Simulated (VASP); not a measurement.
# Al (P6_3/mmc) in VASP: further runs, part 2 of 2

VASP 6.6.1.

## Step 4: Single point, LDA

This run uses another cell than the first one, of 16.29 Å³/atom, 1.051 times its volume.

Input file INCAR:

```
SYSTEM = Al
  PREC = Accurate
  ENCUT = 520
  EDIFF = 1E-7
  ISMEAR = 1
  SIGMA = 0.1
  LREAL = .FALSE.
  LASPH = .TRUE.
  NELM = 60
  ALGO = Normal
  ISIF = 2
  LWAVE = .FALSE.
  LCHARG = .FALSE.
  NBANDS = 14
```

Input file KPOINTS:

```
Automatic mesh
0
G
  9 9 3
  0 0 0
```

Input file POSCAR:

```
Al
1.0
    2.8504423525      0.0000000000      0.0000000000
   -1.4252211762      2.4685554915      0.0000000000
    0.0000000000      0.0000000000      9.2619138110
Al
4
Direct
    0.0000000000      0.0000000000      0.0000000000
    0.3333333333      0.6666666667      0.2500000000
    0.0000000000      0.0000000000      0.5000000000
    0.6666666667      0.3333333333      0.7500000000
```

Potentials or basis: VASP PAW LDA potentials, release 64 (Al).

Started as:

```console
cat potpaw_LDA.64/Al/POTCAR > POTCAR
mpirun -np 1 vasp_std > vasp.out
```

OUTCAR:

```text
SYSTEM = Al
   PREC = Accurate
   ENCUT = 520
   EDIFF = 1E-7
   ISMEAR = 1
   LREAL = .FALSE.
   LASPH = .TRUE.
   NELM = 60
   ISIF = 2

 ion  position               nearest neighbor table
   1  0.000  0.000  0.000-   2 2.84   4 2.84   4 2.84   2 2.84   4 2.84   2 2.84
   2  0.333  0.667  0.250-   1 2.84   3 2.84   1 2.84   3 2.84   1 2.84   3 2.84
   3  0.000  0.000  0.500-   2 2.84   4 2.84   4 2.84   2 2.84   4 2.84   2 2.84
   4  0.667  0.333  0.750-   1 2.84   3 2.84   1 2.84   3 2.84   1 2.84   3 2.84

  LATTYP: Found a hexagonal cell.
 ALAT       =     2.8504423525
 C/A-ratio  =     3.2492899928

  Lattice vectors:

 A1 = (   2.8504423525,   0.0000000000,   0.0000000000)
 A2 = (  -1.4252211762,   2.4685554915,   0.0000000000)
 A3 = (   0.0000000000,   0.0000000000,   9.2619138110)

Analysis of symmetry for initial positions (statically):
=====================================================================
 Subroutine PRICEL returns:
 Original cell was already a primitive cell.

 Routine SETGRP: Setting up the symmetry group for a
 hexagonal supercell.

 Subroutine GETGRP returns: Found 24 space group operations
 (whereof 12 operations were pure point group operations)
 out of a pool of 24 trial point group operations.

The static configuration has the point symmetry D_3d.
 The point group associated with its full space group is D_6h.

Analysis of symmetry for dynamics (positions and initial velocities):
=====================================================================
 Subroutine PRICEL returns:
 Original cell was already a primitive cell.

 Routine SETGRP: Setting up the symmetry group for a
 hexagonal supercell.

 Subroutine GETGRP returns: Found 24 space group operations
 (whereof 12 operations were pure point group operations)
 out of a pool of 24 trial point group operations.

The dynamic configuration has the point symmetry D_3d.
 The point group associated with its full space group is D_6h.

 Subroutine INISYM returns: Found 24 space group operations
 (whereof 12 operations are pure point group operations),
 and found     1 'primitive' translations

----------------------------------------------------------------------------------------

                                     Primitive cell

  volume of cell :      65.1712

  direct lattice vectors                    reciprocal lattice vectors
     2.850442352  0.000000000  0.000000000     0.350822741  0.202547604  0.000000000
    -1.425221176  2.468555492  0.000000000     0.000000000  0.405095208  0.000000000
     0.000000000  0.000000000  9.261913811     0.000000000  0.000000000  0.107969046

  length of vectors
     2.850442352  2.850442354  9.261913811     0.405095208  0.405095208  0.107969046

  position of ions in fractional coordinates (direct lattice)
     0.000000000  0.000000000  0.000000000
     0.333333333  0.666666667  0.250000000
     0.000000000  0.000000000  0.500000000
     0.666666667  0.333333333  0.750000000

  ion indices of the primitive-cell ions
   primitive index   ion index
                 1           1
                 2           2
                 3           3
                 4           4

----------------------------------------------------------------------------------------

 KPOINTS: Automatic mesh

Automatic generation of k-mesh.
 Grid dimensions read from file:
 generate k-points for:    9    9    3
[... 50 lines left out ...]
   ions per type =               4
   NGX,Y,Z   is equivalent  to a cutoff of  14.00, 14.00, 12.56 a.u.
   NGXF,Y,Z  is equivalent  to a cutoff of  27.99, 27.99, 25.13 a.u.
 SYSTEM =  Al
   PREC   = accura    normal or accurate (medium, high low for compatibility)
   ISTART =      0    job   : 0-new  1-cont  2-samecut
   ICHARG =      2    charge: 1-file 2-atom 10-const
   ISPIN  =      1    spin polarized calculation?
   LNONCOLLINEAR =      F non collinear calculations
   LSORBIT =      F    spin-orbit coupling
   LASPH  =      T    aspherical Exc in radial PAW
   ENCUT  =  520.0 eV  38.22 Ry    6.18 a.u.   5.30  5.30 17.22*2*pi/ulx,y,z
   NELM   =     60;   NELMIN=  2; NELMDL= -5     # of ELM steps
   EDIFF  = 0.1E-06   stopping-criterion for ELM
   LREAL  =      F    real-space projection
   EDIFFG = 0.1E-05   stopping-criterion for IOM
   NSW    =      0    number of steps for IOM
   IBRION =     -1    ionic relax: 0-MD 1-quasi-New 2-CG
   NFREE  =      0    steps in history (QN), initial steepest desc. (CG)
   ISIF   =      2    stress and relaxation
   ISYM   =      2    0-nonsym 1-usesym 2-fastsym
   POTIM  = 0.5000    time-step for ionic-motion
   TEBEG  =    0.0;   TEEND  =   0.0 temperature during run
   PSTRESS=    0.0 pullay stress
   NELECT =      12.0000    total number of electrons
   NUPDOWN=      -1.0000    fix difference up-down
   EMIN   =  10.00;   EMAX   =-10.00  energy-range for DOS
   EFERMI =   0.00;   METHOD = LEGACY
   ISMEAR =     1;   SIGMA  =   0.10  broadening in eV -4-tet -1-fermi 0-gaus
   EFERMI_NEDOS =   21; number of points for ismear=-14 and -15
   IALGO  =     38    algorithm
   IMIX   =      4    mixing-type and parameters
     AMIX     =   0.40;   BMIX     =  1.00
     AMIX_MAG =   1.60;   BMIX_MAG =  1.00
  volume/ion in A,a.u.               =      16.29       109.95
  Fermi-wavevector in a.u.,A,eV,Ry     =   0.931358  1.760011 11.802069  0.867428
  Thomas-Fermi vector in A             =   2.057843
   LORBIT       =      0    0 simple, 1 ext, 2 COOP (PROOUT), +10 PAW based schemes
   GGA     = CA    functional components
   LHFCALC =     F    Hartree Fock is set to
   AEXX    =    0.0000 exact exchange contribution
   IVDW    =     0    specifies the selected vdW correction
   LEPSILON=     F    determine dielectric tensor
   LRPA    =     F    only Hartree local field effects (RPA)
 non-spin polarized calculation
 Methfessel and Paxton  Order N= 1 SIGMA  =   0.10
  energy-cutoff  :      520.00
  volume of cell :       65.17
 maximum number of plane-waves:      1771
 NGX is ok and might be reduce to    24
   NGX = 11   NGY = 11   NGZ = 35

 number of electron      12.0000000 magnetization

 Free energy of the ion-electron system (eV)
  ---------------------------------------------------
  ext. energy  EPLUGINS =         0.00000000
  ---------------------------------------------------
  free energy    TOTEN  =       -16.67873269 eV

  energy without entropy =      -16.67589365  energy(sigma->0) =      -16.67778635

 E-fermi :   7.7831     XC(G=0): -10.3915

 val. band max:        7.7784321372   @ k =   0.3333   0.2222   0.3333
 cond. band min:       7.8275934713   @ k =   0.4444  -0.0000   0.0000
 fundamental gap:      0.0491613341
 Fermi energy:         7.7831044148

 k-point     1 :       0.0000    0.0000    0.0000
  band No.  band energies     occupation
      1      -3.2661      2.00000
      2      -1.5573      2.00000
      3      -1.5526      2.00000
      4       3.3494      2.00000
      5       3.5752      2.00000
      6      11.4613      0.00000
      7      11.4750      0.00000
      8      18.4876      0.00000
      9      18.4876      0.00000
     10      18.7094      0.00000
     11      18.7094      0.00000
     12      19.7281      0.00000
     13      19.7311      0.00000
     14      19.9437      0.00000
[... 377 lines left out ...]
      1       4.6309      2.00000
      2       4.8040      2.00000
      3       4.8040      2.00000
      4       5.1098      2.00000
      5       5.3182      2.00000
      6       5.3182      2.00000
      7       7.4194      2.00000
      8       7.4194      2.00000
      9       7.6326      2.05481
     10       9.1035     -0.00000
     11       9.4513     -0.00000
     12       9.4513     -0.00000
     13      13.3928      0.00000
     14      13.3929      0.00000

------------------------ aborting loop because EDIFF is reached ----------------------------------------

  FORCE on cell =-STRESS in cart. coord.  units (eV):
  Direction    XX          YY          ZZ          XY          YZ          ZX
  --------------------------------------------------------------------------------------
  -------------------------------------------------------------------------------------
  Total       -1.4813045     -1.4813045      0.2929777     -0.0000000     -0.0000000      0.0000000
  in kB      -36.4165698    -36.4165698      7.2025981     -0.0000000     -0.0000000      0.0000000
  external PRESSURE =     -21.8768472 kB  Pullay stress =       0.0000000 kB

 VOLUME and BASIS-vectors are now :
 -----------------------------------------------------------------------------
  energy-cutoff  :      520.00
  volume of cell :       65.17
      direct lattice vectors                 reciprocal lattice vectors
     2.850442352  0.000000000  0.000000000     0.350822741  0.202547604  0.000000000
    -1.425221176  2.468555492  0.000000000     0.000000000  0.405095208  0.000000000
     0.000000000  0.000000000  9.261913811     0.000000000  0.000000000  0.107969046

 POSITION                                       TOTAL-FORCE (eV/Angst)
 -----------------------------------------------------------------------------------
      0.00000      0.00000      0.00000        -0.000000     -0.000000      0.000000
     -0.00000      1.64570      2.31548        -0.000000      0.000000      0.000000
      0.00000      0.00000      4.63096        -0.000000     -0.000000      0.000000
      1.42522      0.82285      6.94644         0.000000     -0.000000     -0.000000
 -----------------------------------------------------------------------------------
    total drift:                               -0.000000      0.000000      0.000000

  FREE ENERGIE OF THE ION-ELECTRON SYSTEM (eV)
  ---------------------------------------------------
  free  energy   TOTEN  =       -16.6787326930 eV

  energy  without entropy=      -16.6758936530  energy(sigma->0) =      -16.67778635
```

OSZICAR:

```text
N       E                     dE             d eps       ncg     rms          rms(c)
DAV:   1     0.510805674647E+01    0.51081E+01   -0.40325E+03   672   0.650E+02
DAV:   2    -0.160771131406E+02   -0.21185E+02   -0.19558E+02   910   0.895E+01
DAV:   3    -0.167946552756E+02   -0.71754E+00   -0.70844E+00   868   0.129E+01
DAV:   4    -0.167991795175E+02   -0.45242E-02   -0.45237E-02   844   0.128E+00
DAV:   5    -0.167992080773E+02   -0.28560E-04   -0.28560E-04   898   0.106E-01    0.275E+00
DAV:   6    -0.167258314375E+02    0.73377E-01   -0.97853E-03   790   0.472E-01    0.155E+00
DAV:   7    -0.166794875854E+02    0.46344E-01   -0.20410E-02   822   0.666E-01    0.240E-01
DAV:   8    -0.166787376348E+02    0.74995E-03   -0.49427E-04   886   0.110E-01    0.206E-02
DAV:   9    -0.166787328621E+02    0.47726E-05   -0.16604E-05   882   0.205E-02    0.342E-03
DAV:  10    -0.166787327446E+02    0.11757E-06   -0.57781E-07   902   0.414E-03    0.238E-03
DAV:  11    -0.166787326930E+02    0.51616E-07   -0.20117E-08   624   0.858E-04
   1 F= -.16678733E+02 E0= -.16677786E+02  d E =-.283904E-02
```

Run time: 43 s. Hardware: 1 thread of AMD EPYC 7R13, shared host; peak memory 0.13 GiB.

What came out:

```yaml
Free_energy: -16.6787 eV
Pressure: -2.2 GPa
Band_gap_on_the_k_mesh: zero (band 6 reaches 11.91 eV, above the bottom of band 7 at 6.56 eV)
```

Stress tensor (GPa, compression positive):
```
-3.64  0.00  0.00
 0.00 -3.64  0.00
 0.00  0.00  0.72
```

## Step 5: Single point, LDA

This run uses another cell than the first one, of 16.69 Å³/atom, 1.077 times its volume.

Input file INCAR:

```
ALGO = Normal
EDIFF = 1E-7
ENCUT = 520
GGA = CA
ISIF = 2
ISMEAR = 1
LASPH = T
LCHARG = T
LELF = T
LREAL = F
LVHAR = T
LWAVE = F
NBANDS = 14
NELM = 80
PREC = Accurate
SIGMA = 0.1
```

Input file KPOINTS:

```
k-points
0
Gamma
  9 9 3
```

Input file POSCAR:

```
Al
1.0
    2.8734307836      0.0000000000      0.0000000000
   -1.4367153918      2.4884640568      0.0000000000
    0.0000000000      0.0000000000      9.3366098901
Al
4
Direct
    0.0000000000      0.0000000000      0.0000000000
    0.3333333333      0.6666666667      0.2500000000
    0.0000000000      0.0000000000      0.5000000000
    0.6666666667      0.3333333333      0.7500000000
```

Started as:

```console
cat potpaw_LDA.64/Al/POTCAR > POTCAR
mpirun -np 1 vasp_std > vasp.out
```

It took 45 s on 1 thread of AMD EPYC 7R13, shared host; peak memory 0.13 GiB.

Results (log left out):

```yaml
Free_energy: -16.6489 eV
Pressure: -3.8 GPa
Band_gap_on_the_k_mesh: zero (band 6 reaches 11.62 eV, above the bottom of band 7 at 6.33 eV)
```

Stress tensor (GPa, compression positive):
```
-5.31  0.00  0.00
 0.00 -5.31  0.00
 0.00  0.00 -0.81
```

Levels at points of the mesh, in eV from the Fermi level:
```
           k point  band 2  band 3  band 4  band 5  band 6  band 7  band 8  band 9
(0.00, 0.00, 0.00)   -9.19   -9.19   -4.33   -4.17    3.63    3.65   10.52   10.52
```

## Step 6: Summary

| cell | gap on the mesh (eV) | pressure (GPa) |
| --- | --- | --- |
| a = 2.803, b = 2.803, c = 9.109 Å, angles 90.0, 90.0, 120.0°, 4 atoms | none | 1.8 |
| a = 2.827, b = 2.827, c = 9.186 Å, angles 90.0, 90.0, 120.0°, 4 atoms | none | -0.3 |
| a = 2.850, b = 2.850, c = 9.262 Å, angles 90.0, 90.0, 120.0°, 4 atoms | none | -2.2 |
| a = 2.873, b = 2.873, c = 9.337 Å, angles 90.0, 90.0, 120.0°, 4 atoms | none | -3.8 |

Alike in all rows: task single point; level LDA; potentials or basis VASP PAW LDA potentials, release 64 (Al); no spin polarisation; k mesh 9 × 9 × 3; cutoff (eV) 520; smearing methfessel-paxton 0.1 eV.

Absolute energies hang on the potentials; compare differences alone.
